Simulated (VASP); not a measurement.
## Zn: single point with r2SCAN

Crystal: Zn.

```
CELL_PARAMETERS angstrom
4.41017 0.00000 0.00000
-2.20508 3.81932 0.00000
0.00000 0.00000 2.71349
ATOMIC_POSITIONS crystal
Zn 0.00000 0.00000 0.00000
Zn 0.33333 0.66667 0.50000
Zn 0.66667 0.33333 0.50000
```

This isn't the form of Zn at room conditions, which is hcp.

| Item | Value |
| --- | --- |
| Program | VASP 6.6.1 |
| Task | single point |
| Functional | r2SCAN |
| Potentials or basis | VASP PAW PBE potentials, release 64 (Zn) |
| Cutoff | 520 eV |
| k mesh | 10 × 10 × 13 |
| Occupations | fermi-dirac, width 0.1 eV |
| Spin | no spin polarisation |
| Dipole correction | no |
| Further INCAR settings | ALGO = Normal; EDIFF = 1e-06; NBANDS = 25 |

| Property | Result |
| --- | --- |
| Pressure | -2.6 GPa |
| Band gap on the k mesh | zero (bands 18 and 19 overlap by 5.21 eV) |

Stress tensor (GPa, compression positive):
```
-2.94  0.00  0.00
 0.00 -2.94  0.00
 0.00  0.00 -2.05
```

Levels at points of the mesh, in eV from the Fermi level:
| k point | band 14 | band 15 | band 16 | band 17 | band 18 | band 19 | band 20 | band 21 | band 22 | band 23 |
| --- | --- | --- | --- | --- | --- | --- | --- | --- | --- | --- |
| (0.00, 0.00, 0.00) | -7.85 | -7.46 | -7.46 | 0.67 | 0.67 | 0.74 | 0.74 | 1.25 | 1.42 | 9.83 |
| (0.50, 0.00, 0.00) | -7.56 | -7.41 | -7.27 | -7.04 | -2.96 | -0.93 | 8.99 | 9.10 | 9.24 | 9.28 |

Run time: 3 min on 1 thread of Intel(R) Xeon(R) Platinum 8488C (Sapphire Rapids), with other jobs on the host, peak memory 0.22 GiB.

Caveat: the PAW data sets were made with another functional, which shifts forces and pressure a little.
